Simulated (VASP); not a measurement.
# Ag (Fm-3m) in VASP: relaxation of cell and atoms with LDA

Aim: the relaxation of cell and atoms of Ag with LDA.

All numbers are computed with VASP 6.6.1; they aren't measurements. Logs are shortened: lines on timing, memory, paths and dates and some standing lists are left out, and cuts for length are marked.

### 1 The cell of the first run

The structure is cubic, space group Fm-3m (No. 225). The conventional cell has a = 4.090 Å, b = 4.090 Å, c = 4.090 Å, α = 90.00°, β = 90.00°, γ = 90.00°. Ag (site symmetry m-3m) has 12 Ag at 2.89 Å within 3.8 Å.

### 2 Relaxation of cell and atoms, LDA

File INCAR:

```
PREC = Accurate ; ENCUT = 600
EDIFF = 1E-6 ; ISMEAR = 0
SIGMA = 0.1 ; LREAL = F
LASPH = T ; NELM = 100
ALGO = Fast ; ISIF = 3
LWAVE = F ; LCHARG = F
GGA = CA ; IBRION = 2
NSW = 80 ; EDIFFG = -0.003
```

File KPOINTS:

```
regular mesh
0
Gamma
  34 34 34
```

File POSCAR:

```
Ag
1.0
    0.0000000000      2.0450000000      2.0450000000
    2.0450000000      0.0000000000      2.0450000000
    2.0450000000      2.0450000000      0.0000000000
Ag
1
Direct
    0.0000000000      0.0000000000      0.0000000000
```

Potentials or basis: VASP PAW LDA potentials, release 64 (Ag).

Launch:

```bash
$ cat potpaw_LDA.64/Ag/POTCAR > POTCAR
$ mpirun -np 1 vasp_std > vasp.out
```

OUTCAR:

```text
PREC = Accurate
   ENCUT = 600
   EDIFF = 1E-6
   ISMEAR = 0
   LREAL = F
   LASPH = T
   NELM = 100
   ISIF = 3
   GGA = CA
   IBRION = 2
   NSW = 80
   EDIFFG = -0.003

 ion  position               nearest neighbor table
   1  0.000  0.000  0.000-

  LATTYP: Found a face centered cubic cell.
 ALAT       =     4.0900000000

  Lattice vectors:

 A1 = (   0.0000000000,   2.0450000000,   2.0450000000)
 A2 = (   2.0450000000,   0.0000000000,   2.0450000000)
 A3 = (   2.0450000000,   2.0450000000,   0.0000000000)

Analysis of symmetry for initial positions (statically):
=====================================================================
 Subroutine PRICEL returns:
 Original cell was already a primitive cell.

 Routine SETGRP: Setting up the symmetry group for a
 face centered cubic supercell.

 Subroutine GETGRP returns: Found 48 space group operations
 (whereof 48 operations were pure point group operations)
 out of a pool of 48 trial point group operations.

The static configuration has the point symmetry O_h .

Analysis of symmetry for dynamics (positions and initial velocities):
=====================================================================
 Subroutine PRICEL returns:
 Original cell was already a primitive cell.

 Routine SETGRP: Setting up the symmetry group for a
 face centered cubic supercell.

 Subroutine GETGRP returns: Found 48 space group operations
 (whereof 48 operations were pure point group operations)
 out of a pool of 48 trial point group operations.

The dynamic configuration has the point symmetry O_h .

 Subroutine INISYM returns: Found 48 space group operations
 (whereof 48 operations are pure point group operations),
 and found     1 'primitive' translations

----------------------------------------------------------------------------------------

                                     Primitive cell

  volume of cell :      17.1045

  direct lattice vectors                    reciprocal lattice vectors
     0.000000000  2.045000000  2.045000000    -0.244498778  0.244498778  0.244498778
     2.045000000  0.000000000  2.045000000     0.244498778 -0.244498778  0.244498778
     2.045000000  2.045000000  0.000000000     0.244498778  0.244498778 -0.244498778

  length of vectors
     2.892066735  2.892066735  2.892066735     0.423484305  0.423484305  0.423484305

  position of ions in fractional coordinates (direct lattice)
     0.000000000  0.000000000  0.000000000

  ion indices of the primitive-cell ions
   primitive index   ion index
                 1           1

----------------------------------------------------------------------------------------

 KPOINTS: regular mesh

Automatic generation of k-mesh.
 Grid dimensions read from file:
 generate k-points for:   34   34   34

 Generating k-lattice:

  Cartesian coordinates                     Fractional coordinates (reciprocal lattice)
    -0.007191141  0.007191141  0.007191141     0.029411765  0.000000000  0.000000000
     0.007191141 -0.007191141  0.007191141     0.000000000  0.029411765  0.000000000
     0.007191141  0.007191141 -0.007191141     0.000000000  0.000000000  0.029411765

  Length of vectors
     0.012455421  0.012455421  0.012455421

  Shift w.r.t. Gamma in fractional coordinates (k-lattice)
     0.000000000  0.000000000  0.000000000

 Subroutine IBZKPT returns following result:
 ===========================================

 Found   1059 irreducible k-points:

 Following reciprocal coordinates:
            Coordinates               Weight
  0.000000  0.000000  0.000000      1.000000
  0.029412  0.000000  0.000000      8.000000
  0.058824  0.000000  0.000000      8.000000
  0.088235  0.000000  0.000000      8.000000
  0.117647  0.000000  0.000000      8.000000
  0.147059  0.000000  0.000000      8.000000
[... 16 lines left out ...]
  0.147059  0.029412  0.000000     24.000000
  0.176471  0.029412  0.000000     24.000000
 [... further k-points ...]
   k-points           NKPTS =   1059   k-points in BZ     NKDIM =   1059   number of bands    NBANDS=      9
   number of dos      NEDOS =    301   number of ions     NIONS =      1
   total plane-waves  NPLWV =  13824
   dimension x,y,z NGX =    24 NGY =   24 NGZ =   24
   dimension x,y,z NGXF=    48 NGYF=   48 NGZF=   48
   ions per type =               1
   NGX,Y,Z   is equivalent  to a cutoff of  13.80, 13.80, 13.80 a.u.
   NGXF,Y,Z  is equivalent  to a cutoff of  27.59, 27.59, 27.59 a.u.
 SYSTEM =  unknown system
   PREC   = accura    normal or accurate (medium, high low for compatibility)
   ISTART =      0    job   : 0-new  1-cont  2-samecut
   ICHARG =      2    charge: 1-file 2-atom 10-const
   ISPIN  =      1    spin polarized calculation?
   LNONCOLLINEAR =      F non collinear calculations
   LSORBIT =      F    spin-orbit coupling
   LASPH  =      T    aspherical Exc in radial PAW
   ENCUT  =  600.0 eV  44.10 Ry    6.64 a.u.   5.78  5.78  5.78*2*pi/ulx,y,z
   NELM   =    100;   NELMIN=  2; NELMDL= -5     # of ELM steps
   EDIFF  = 0.1E-05   stopping-criterion for ELM
   LREAL  =      F    real-space projection
   EDIFFG = -.3E-02   stopping-criterion for IOM
   NSW    =     80    number of steps for IOM
   IBRION =      2    ionic relax: 0-MD 1-quasi-New 2-CG
   NFREE  =      1    steps in history (QN), initial steepest desc. (CG)
   ISIF   =      3    stress and relaxation
   ISYM   =      2    0-nonsym 1-usesym 2-fastsym
   POTIM  = 0.5000    time-step for ionic-motion
   TEBEG  =    0.0;   TEEND  =   0.0 temperature during run
   PSTRESS=    0.0 pullay stress
   NELECT =      11.0000    total number of electrons
   NUPDOWN=      -1.0000    fix difference up-down
   EMIN   =  10.00;   EMAX   =-10.00  energy-range for DOS
   EFERMI =   0.00;   METHOD = LEGACY
   ISMEAR =     0;   SIGMA  =   0.10  broadening in eV -4-tet -1-fermi 0-gaus
   EFERMI_NEDOS =   21; number of points for ismear=-14 and -15
   IALGO  =     68    algorithm
   IMIX   =      4    mixing-type and parameters
     AMIX     =   0.40;   BMIX     =  1.00
     AMIX_MAG =   1.60;   BMIX_MAG =  1.00
  volume/ion in A,a.u.               =      17.10       115.43
  Fermi-wavevector in a.u.,A,eV,Ry     =   1.413088  2.670348 27.168338  1.996817
  Thomas-Fermi vector in A             =   2.534769
   LORBIT       =      0    0 simple, 1 ext, 2 COOP (PROOUT), +10 PAW based schemes
   GGA     = CA    functional components
   LHFCALC =     F    Hartree Fock is set to
   AEXX    =    0.0000 exact exchange contribution
   IVDW    =     0    specifies the selected vdW correction
   LEPSILON=     F    determine dielectric tensor
   LRPA    =     F    only Hartree local field effects (RPA)
 conjugate gradient relaxation of ions
 non-spin polarized calculation
 RMM-DIIS sequential band-by-band and
 Gauss-broadening in eV      SIGMA  =   0.10
  energy-cutoff  :      600.00
  volume of cell :       17.10
 maximum number of plane-waves:       588
   NGX = 11   NGY = 11   NGZ = 11

--------------------------------------- Ionic step        1  -------------------------------------------

 number of electron      10.9999999 magnetization

 Free energy of the ion-electron system (eV)
  ---------------------------------------------------
  ext. energy  EPLUGINS =         0.00000000
  ---------------------------------------------------
  free energy    TOTEN  =        -3.75576698 eV

  energy without entropy =       -3.75411159  energy(sigma->0) =       -3.75493929

------------------------ aborting loop because EDIFF is reached ----------------------------------------

  FORCE on cell =-STRESS in cart. coord.  units (eV):
  Direction    XX          YY          ZZ          XY          YZ          ZX
  --------------------------------------------------------------------------------------
  -------------------------------------------------------------------------------------
  Total       -0.7808339     -0.7808339     -0.7808339      0.0000000      0.0000000     -0.0000000
  in kB      -73.1407308    -73.1407308    -73.1407308      0.0000000      0.0000000     -0.0000000
  external PRESSURE =     -73.1407308 kB  Pullay stress =       0.0000000 kB
[... 160 lines left out ...]
  energy  without entropy=       -3.7815856424  energy(sigma->0) =       -3.78228132

--------------------------------------- Ionic step        6  -------------------------------------------

 number of electron      11.0000002 magnetization

 Free energy of the ion-electron system (eV)
  ---------------------------------------------------
  ext. energy  EPLUGINS =         0.00000000
  ---------------------------------------------------
  free energy    TOTEN  =        -3.78298763 eV

  energy without entropy =       -3.78160170  energy(sigma->0) =       -3.78229466

 E-fermi :   9.1150     XC(G=0): -12.9526

 val. band max:        9.1144277141   @ k =   0.5000   0.2647   0.0882
 cond. band min:       9.1196612764   @ k =   0.5000   0.1471   0.0294
 fundamental gap:      0.0052335623
 Fermi energy:         9.1150103044

 k-point     1 :       0.0000    0.0000    0.0000
  band No.  band energies     occupation
      1       0.7545      2.00000
      2       4.0389      2.00000
      3       4.0389      2.00000
      4       4.0389      2.00000
      5       5.2150      2.00000
      6       5.2150      2.00000
      7      25.1875      0.00000
      8      29.0639      0.00000
      9      29.0639      0.00000
[... 265 lines left out ...]
 k-point    24 :       0.1765    0.0294    0.0000
  band No.  band energies     occupation
      1       1.6157      2.00000
      2       3.8873      2.00000
      3       4.2487      2.00000
      4       4.2520      2.00000
      5       5.1158      2.00000
      6       5.2472      2.00000
      7      23.8288      0.00000
      8      26.1692      0.00000
      9      28.8712      0.00000

 [... further k-points ...]

------------------------ aborting loop because EDIFF is reached ----------------------------------------

  FORCE on cell =-STRESS in cart. coord.  units (eV):
  Direction    XX          YY          ZZ          XY          YZ          ZX
  --------------------------------------------------------------------------------------
  -------------------------------------------------------------------------------------
  Total        0.0002382      0.0002382      0.0002382     -0.0000000     -0.0000000      0.0000000
  in kB        0.0238217      0.0238217      0.0238217     -0.0000000     -0.0000000      0.0000000
  external PRESSURE =       0.0238217 kB  Pullay stress =       0.0000000 kB
[... 16 lines left out ...]
  FREE ENERGIE OF THE ION-ELECTRON SYSTEM (eV)
  ---------------------------------------------------
  free  energy   TOTEN  =        -3.7829876272 eV

  energy  without entropy=       -3.7816016982  energy(sigma->0) =       -3.78229466

 reached required accuracy - stopping structural energy minimisation
```

Wall time 5.6 min (1 thread of AMD EPYC 9R45 (Zen 5), shared host); peak memory 0.31 GiB.

Results:

```
Free energy                           : -3.7830 eV
Relaxed volume                        : 16.02 Å³/atom
Relaxed cell                          : a = 2.830 Å, b = 2.830 Å, c = 2.830 Å, α = 60.00°, β = 60.00°, γ = 60.00°
Space group after relaxing (to 0.1 Å) : Fm-3m (No. 225)
Energy gained by relaxing             : 27.2 meV/atom
Ionic steps                           : 6
Pressure after relaxing               : 0.0 GPa
Band gap on the k mesh                : zero (an odd number of electrons rules out a gap without spin polarisation)
```

The path:
```csv
step,energy change (eV),largest force (eV/Å),pressure (GPa),volume (Å³)
1,0.0000,0.0000,-7.31,17.10
2,-0.0088,0.0000,8.08,15.24
3,-0.0272,0.0000,-0.03,16.02
4,-0.0272,0.0000,0.20,16.00
5,-0.0272,0.0000,-0.17,16.04
6,-0.0272,0.0000,0.00,16.02
```

Final structure:
```
CELL_PARAMETERS angstrom
0.00000 2.00100 2.00100
2.00100 0.00000 2.00100
2.00100 2.00100 0.00000
ATOMIC_POSITIONS crystal
Ag 0.00000 0.00000 0.00000
```
